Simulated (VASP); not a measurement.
# Al in VASP: notebook, part 2 of 2

VASP 6.6.1.

## (4) Single point, PBEsol (equal xy, yz and zx shear strains of -1 %)

The input, INCAR:

```
SYSTEM = Al
PREC = Accurate
ENCUT = 520
EDIFF = 1E-7
ISMEAR = -1
SIGMA = 0.05
LREAL = .False.
LASPH = .True.
NELM = 100
ALGO = Normal
ISIF = 2
LWAVE = .False.
LCHARG = .False.
GGA = PS
NBANDS = 8
```

The input, KPOINTS:

```
regular mesh
0
Gamma
  14 14 14
  0 0 0
```

The input, POSCAR:

```
Al
1.0
   -0.0202398000      2.0138601000      2.0138601000
    2.0138601000     -0.0202398000      2.0138601000
    2.0138601000      2.0138601000     -0.0202398000
Al
1
Direct
    0.0000000000      0.0000000000      0.0000000000
```

Potentials or basis: VASP PAW PBE potentials, release 64 (Al).

Run with:

```
$ cat potpaw_PBE.64/Al/POTCAR > POTCAR
$ mpirun -np 1 vasp_std > vasp.out
```

OUTCAR:

```text
SYSTEM = Al
   PREC = Accurate
   ENCUT = 520
   EDIFF = 1E-7
   ISMEAR = -1
   LREAL = .False.
   LASPH = .True.
   NELM = 100
   ISIF = 2
   GGA = PS

 ion  position               nearest neighbor table
   1  0.000  0.000  0.000-

  LATTYP: Found a trigonal (rhomboedric) cell.
 ALAT       =     2.8481001833
 COS(alpha) =     0.4899250057

  Lattice vectors:

 A1 = (  -0.0202398000,   2.0138601000,   2.0138601000)
 A2 = (   2.0138601000,  -0.0202398000,   2.0138601000)
 A3 = (   2.0138601000,   2.0138601000,  -0.0202398000)

Analysis of symmetry for initial positions (statically):
=====================================================================
 Subroutine PRICEL returns:
 Original cell was already a primitive cell.

 Routine SETGRP: Setting up the symmetry group for a
 trigonal (rhombohedral) supercell.

 Subroutine GETGRP returns: Found 12 space group operations
 (whereof 12 operations were pure point group operations)
 out of a pool of 12 trial point group operations.

The static configuration has the point symmetry D_3d.

Analysis of symmetry for dynamics (positions and initial velocities):
=====================================================================
 Subroutine PRICEL returns:
 Original cell was already a primitive cell.

 Routine SETGRP: Setting up the symmetry group for a
 trigonal (rhombohedral) supercell.

 Subroutine GETGRP returns: Found 12 space group operations
 (whereof 12 operations were pure point group operations)
 out of a pool of 12 trial point group operations.

The dynamic configuration has the point symmetry D_3d.

 Subroutine INISYM returns: Found 12 space group operations
 (whereof 12 operations are pure point group operations),
 and found     1 'primitive' translations

----------------------------------------------------------------------------------------

                                     Primitive cell

  volume of cell :      16.5812

  direct lattice vectors                    reciprocal lattice vectors
    -0.020239800  2.013860100  2.013860100    -0.244567510  0.247050429  0.247050429
     2.013860100 -0.020239800  2.013860100     0.247050429 -0.244567510  0.247050429
     2.013860100  2.013860100 -0.020239800     0.247050429  0.247050429 -0.244567510

  length of vectors
     2.848100183  2.848100183  2.848100183     0.426475199  0.426475199  0.426475199

  position of ions in fractional coordinates (direct lattice)
     0.000000000  0.000000000  0.000000000

  ion indices of the primitive-cell ions
   primitive index   ion index
                 1           1

----------------------------------------------------------------------------------------

 KPOINTS: regular mesh

Automatic generation of k-mesh.
 Grid dimensions read from file:
 generate k-points for:   14   14   14

 Generating k-lattice:

  Cartesian coordinates                     Fractional coordinates (reciprocal lattice)
    -0.017469108  0.017646459  0.017646459     0.071428571  0.000000000  0.000000000
     0.017646459 -0.017469108  0.017646459     0.000000000  0.071428571  0.000000000
     0.017646459  0.017646459 -0.017469108     0.000000000  0.000000000  0.071428571

  Length of vectors
     0.030462514  0.030462514  0.030462514

  Shift w.r.t. Gamma in fractional coordinates (k-lattice)
     0.000000000  0.000000000  0.000000000

 Subroutine IBZKPT returns following result:
 ===========================================

 Found    288 irreducible k-points:

 Following reciprocal coordinates:
            Coordinates               Weight
  0.000000  0.000000  0.000000      1.000000
  0.071429  0.000000  0.000000      6.000000
  0.142857  0.000000  0.000000      6.000000
  0.214286 -0.000000 -0.000000      6.000000
  0.285714  0.000000 -0.000000      6.000000
  0.357143 -0.000000 -0.000000      6.000000
[... 16 lines left out ...]
  0.214286  0.142857 -0.000000     12.000000
  0.285714  0.142857  0.000000     12.000000
 [... further k-points ...]
   k-points           NKPTS =    288   k-points in BZ     NKDIM =    288   number of bands    NBANDS=      8
   number of dos      NEDOS =    301   number of ions     NIONS =      1
   total plane-waves  NPLWV =  13824
   dimension x,y,z NGX =    24 NGY =   24 NGZ =   24
   dimension x,y,z NGXF=    48 NGYF=   48 NGZF=   48
   ions per type =               1
   NGX,Y,Z   is equivalent  to a cutoff of  14.01, 14.01, 14.01 a.u.
   NGXF,Y,Z  is equivalent  to a cutoff of  28.02, 28.02, 28.02 a.u.
 SYSTEM =  Al
   PREC   = accura    normal or accurate (medium, high low for compatibility)
   ISTART =      0    job   : 0-new  1-cont  2-samecut
   ICHARG =      2    charge: 1-file 2-atom 10-const
   ISPIN  =      1    spin polarized calculation?
   LNONCOLLINEAR =      F non collinear calculations
   LSORBIT =      F    spin-orbit coupling
   LASPH  =      T    aspherical Exc in radial PAW
   ENCUT  =  520.0 eV  38.22 Ry    6.18 a.u.   5.30  5.30  5.30*2*pi/ulx,y,z
   NELM   =    100;   NELMIN=  2; NELMDL= -5     # of ELM steps
   EDIFF  = 0.1E-06   stopping-criterion for ELM
   LREAL  =      F    real-space projection
   EDIFFG = 0.1E-05   stopping-criterion for IOM
   NSW    =      0    number of steps for IOM
   IBRION =     -1    ionic relax: 0-MD 1-quasi-New 2-CG
   NFREE  =      0    steps in history (QN), initial steepest desc. (CG)
   ISIF   =      2    stress and relaxation
   ISYM   =      2    0-nonsym 1-usesym 2-fastsym
   POTIM  = 0.5000    time-step for ionic-motion
   TEBEG  =    0.0;   TEEND  =   0.0 temperature during run
   PSTRESS=    0.0 pullay stress
   NELECT =       3.0000    total number of electrons
   NUPDOWN=      -1.0000    fix difference up-down
   EMIN   =  10.00;   EMAX   =-10.00  energy-range for DOS
   EFERMI =   0.00;   METHOD = LEGACY
   ISMEAR =    -1;   SIGMA  =   0.05  broadening in eV -4-tet -1-fermi 0-gaus
   EFERMI_NEDOS =   21; number of points for ismear=-14 and -15
   IALGO  =     38    algorithm
   IMIX   =      4    mixing-type and parameters
     AMIX     =   0.40;   BMIX     =  1.00
     AMIX_MAG =   1.60;   BMIX_MAG =  1.00
  volume/ion in A,a.u.               =      16.58       111.90
  Fermi-wavevector in a.u.,A,eV,Ry     =   0.925927  1.749748 11.664822  0.857340
  Thomas-Fermi vector in A             =   2.051834
   LORBIT       =      0    0 simple, 1 ext, 2 COOP (PROOUT), +10 PAW based schemes
   GGA     = PS    functional components
   LHFCALC =     F    Hartree Fock is set to
   AEXX    =    0.0000 exact exchange contribution
   IVDW    =     0    specifies the selected vdW correction
   LEPSILON=     F    determine dielectric tensor
   LRPA    =     F    only Hartree local field effects (RPA)
 non-spin polarized calculation
  energy-cutoff  :      520.00
  volume of cell :       16.58
 maximum number of plane-waves:       464
 NGX is ok and might be reduce to    24
   NGX = 11   NGY = 11   NGZ = 11

 number of electron       3.0000000 magnetization

 Free energy of the ion-electron system (eV)
  ---------------------------------------------------
  ext. energy  EPLUGINS =         0.00000000
  ---------------------------------------------------
  free energy    TOTEN  =        -4.08403850 eV

  energy without entropy =       -4.07950700  energy(sigma->0) =       -4.08177275

 E-fermi :   7.8685     XC(G=0): -10.2392

 val. band max:        7.8622713361   @ k =  -0.0714   0.3571   0.0714
 cond. band min:       7.8685703386   @ k =  -0.3571   0.4286   0.2143
 fundamental gap:      0.0062990024
 Fermi energy:         7.8684984523

 k-point     1 :       0.0000    0.0000    0.0000
  band No.  band energies     occupation
      1      -3.1977      2.00000
      2      20.3089      0.00000
      3      20.3089      0.00000
      4      20.7785      0.00000
      5      21.7503      0.00000
      6      21.7503      0.00000
      7      22.2185      0.00000
      8      24.3969      0.00000
[... 243 lines left out ...]
 k-point    24 :       0.2857    0.1429    0.0000
  band No.  band energies     occupation
      1      -1.1878      2.00000
      2      12.0482      0.00000
      3      16.4345      0.00000
      4      17.9126      0.00000
      5      18.2597      0.00000
      6      21.9230      0.00000
      7      26.0261      0.00000
      8      26.4875      0.00000

 [... further k-points ...]

------------------------ aborting loop because EDIFF is reached ----------------------------------------

  FORCE on cell =-STRESS in cart. coord.  units (eV):
  Direction    XX          YY          ZZ          XY          YZ          ZX
  --------------------------------------------------------------------------------------
  -------------------------------------------------------------------------------------
  Total       -0.2081827     -0.2081827     -0.2081827      0.0001562      0.0001562      0.0001562
  in kB      -20.1158942    -20.1158942    -20.1158942      0.0150914      0.0150914      0.0150914
  external PRESSURE =     -20.1158942 kB  Pullay stress =       0.0000000 kB

 VOLUME and BASIS-vectors are now :
 -----------------------------------------------------------------------------
  energy-cutoff  :      520.00
  volume of cell :       16.58
      direct lattice vectors                 reciprocal lattice vectors
    -0.020239800  2.013860100  2.013860100    -0.244567510  0.247050429  0.247050429
     2.013860100 -0.020239800  2.013860100     0.247050429 -0.244567510  0.247050429
     2.013860100  2.013860100 -0.020239800     0.247050429  0.247050429 -0.244567510

 POSITION                                       TOTAL-FORCE (eV/Angst)
 -----------------------------------------------------------------------------------
      0.00000      0.00000      0.00000         0.000000      0.000000      0.000000
 -----------------------------------------------------------------------------------
    total drift:                                0.000000     -0.000000      0.000000

  FREE ENERGIE OF THE ION-ELECTRON SYSTEM (eV)
  ---------------------------------------------------
  free  energy   TOTEN  =        -4.0840384998 eV

  energy  without entropy=       -4.0795070029  energy(sigma->0) =       -4.08177275
```

stdout:

```text
POSCAR found type information on POSCAR Al
 POSCAR found :  1 types and       1 ions
 scaLAPACK will be used
 -----------------------------------------------------------------------------
|                                                                             |
|                                                                             |
|     You enforced a specific xc type in the INCAR file but a different       |
|     I HOPE YOU KNOW WHAT YOU ARE DOING!                                     |
|                                                                             |
 -----------------------------------------------------------------------------

 LDA part: xc-table for (Slater+PW92), standard interpolation
 POSCAR, INCAR and KPOINTS ok, starting setup
 FFT: planning ... GRIDC
 FFT: planning ... GRID_SOFT
 FFT: planning ... GRID
 WAVECAR not read
 entering main loop
```

It took 14 s on 1 thread of Intel Xeon Platinum 8559C (Emerald Rapids), shared host; peak memory 0.15 GiB.

Results:

| Property | Result |
| --- | --- |
| Free energy | -4.0840 eV |
| Pressure | -2.0 GPa |

Levels at points of the mesh, in eV from the Fermi level:
| k point | band 1 | band 2 | band 3 | band 4 | band 5 |
| --- | --- | --- | --- | --- | --- |
| (0.00, 0.00, 0.00) | -11.07 | 12.44 | 12.44 | 12.91 | 13.88 |
| (0.50, 0.00, 0.00) | -4.57 | -4.40 | 11.33 | 11.37 | 11.53 |
| (0.50, 0.50, 0.00) | -2.88 | -1.58 | 5.28 | 5.41 | 5.78 |
| (0.50, 0.50, 0.50) | -4.46 | -4.16 | 11.13 | 11.13 | 11.28 |

Caveat: the cell differs from its parent crystal (equal xy, yz and zx shear strains of -1 %); the PAW data sets were made with another functional, which shifts forces and pressure a little.

## (5) Single point, PBEsol (equal xy, yz and zx shear strains of +2 %)

The input, INCAR:

```
SYSTEM = Al
PREC     = Accurate       ! precision mode
ENCUT    = 520            ! plane-wave cutoff, eV
EDIFF    = 1E-6           ! SCF threshold, eV
ISMEAR   = -1             ! smearing method
SIGMA    = 0.05           ! smearing width, eV
LREAL    = .False.        ! projectors in reciprocal space
LASPH    = .True.         ! aspherical terms in the spheres
NELM     = 80             ! most SCF steps
ALGO     = Normal         ! electronic algorithm
ISIF     = 2              ! what is computed and relaxed
LWAVE    = .False.        ! write WAVECAR
LCHARG   = .True.         ! write CHGCAR
GGA      = PS             ! functional
LELF     = .True.         ! ELF
LVHAR    = .True.       
NBANDS   = 8              ! bands
```

KPOINTS is that of step 4.

The input, POSCAR:

```
Al
1.0
    0.0404796000      2.0442198000      2.0442198000
    2.0442198000      0.0404796000      2.0442198000
    2.0442198000      2.0442198000      0.0404796000
Al
1
Direct
    0.0000000000      0.0000000000      0.0000000000
```

Run with:

```
$ cat potpaw_PBE.64/Al/POTCAR > POTCAR
$ mpirun -np 1 vasp_std > vasp.out
```

Run time: 14 s. Hardware: 1 thread of Intel Xeon Platinum 8559C (Emerald Rapids), shared host; peak memory 0.15 GiB.

The run converged. Its results:

```
Free energy : -4.0840 eV
Pressure    : -1.9 GPa
```

Stress tensor (GPa, compression positive):
```
-1.91 -0.19 -0.19
-0.19 -1.91 -0.19
-0.19 -0.19 -1.91
```

Levels at points of the mesh, in eV from the Fermi level:
```tsv
k point	band 1	band 2	band 3	band 4	band 5
(0.00, 0.00, 0.00)	-11.09	11.95	12.89	12.89	13.25
(0.50, 0.00, 0.00)	-4.51	-4.24	10.98	11.00	11.37
(0.50, 0.50, 0.00)	-2.90	-1.59	5.23	5.24	5.93
(0.50, 0.50, 0.50)	-4.72	-4.72	11.75	11.75	11.85
```

Caveat: the cell differs from its parent crystal (equal xy, yz and zx shear strains of +2 %); the PAW data sets were made with another functional, which shifts forces and pressure a little.

## (6) Single point, PBEsol (equal xy, yz and zx shear strains of -2 %)

The input, INCAR:

```
SYSTEM = Al
PREC = Accurate ; ENCUT = 520
EDIFF = 1E-6 ; ISMEAR = -1
SIGMA = 0.05 ; LREAL = .FALSE.
LASPH = .TRUE. ; NELM = 60
ALGO = Normal ; ISIF = 2
LWAVE = .FALSE. ; LCHARG = .TRUE.
GGA = PS ; LELF = .TRUE.
LVHAR = .TRUE. ; NBANDS = 8
```

The input, KPOINTS:

```
Automatic mesh
0
G
  14 14 14
  0 0 0
```

The input, POSCAR:

```
Al
1.0
   -0.0404796000      2.0037402000      2.0037402000
    2.0037402000     -0.0404796000      2.0037402000
    2.0037402000      2.0037402000     -0.0404796000
Al
1
Direct
    0.0000000000      0.0000000000      0.0000000000
```

Potentials or basis: VASP PAW PBE potentials, release 64 (Al).

Run with:

```
$ cat potpaw_PBE.64/Al/POTCAR > POTCAR
$ mpirun -np 1 vasp_std > vasp.out
```

It took 14 s on 1 thread of Intel Xeon Platinum 8559C (Emerald Rapids), shared host; peak memory 0.15 GiB.

Results (log left out):

```yaml
Free_energy: -4.0843 eV
Pressure: -1.9 GPa
```

Stress tensor (GPa, compression positive):
```
-1.92 -0.06 -0.06
-0.06 -1.92 -0.06
-0.06 -0.06 -1.92
```

Levels at points of the mesh, in eV from the Fermi level:
```
           k point  band 1  band 2  band 3  band 4
(0.00, 0.00, 0.00)  -11.09   12.26   12.26   13.20
(0.50, 0.00, 0.00)   -4.62   -4.48   11.21   11.36
(0.50, 0.50, 0.00)   -2.90   -1.59    5.22    5.24
(0.50, 0.50, 0.50)   -4.40   -3.99   10.87   10.87
```

Caveat: the cell differs from its parent crystal (equal xy, yz and zx shear strains of -2 %); the PAW data sets were made with another functional, which shifts forces and pressure a little.

## (7) Overview

| cell | gap on the mesh (eV) | pressure (GPa) |
| --- | --- | --- |
| a = 2.906, b = 2.906, c = 2.948 Å, angles 59.5, 59.5, 61.0°, 1 atom | none | -5.6 |
| a = 2.820 Å, angles 62.0°, 1 atom | none | -1.7 |
| a = 2.848 Å, angles 60.7°, 1 atom | none | -2.0 |
| a = 2.891 Å, angles 58.7°, 1 atom | none | -1.9 |
| a = 2.834 Å, angles 61.3°, 1 atom | none | -1.9 |

Alike in all rows: task single point; level PBEsol; potentials or basis VASP PAW PBE potentials, release 64 (Al); no spin polarisation; k mesh 14 × 14 × 14; cutoff (eV) 520; smearing fermi-dirac 0.05 eV.

Caveats: the PAW data sets were made with another functional, which shifts forces and pressure a little.

Absolute energies hang on the potentials; compare differences alone.
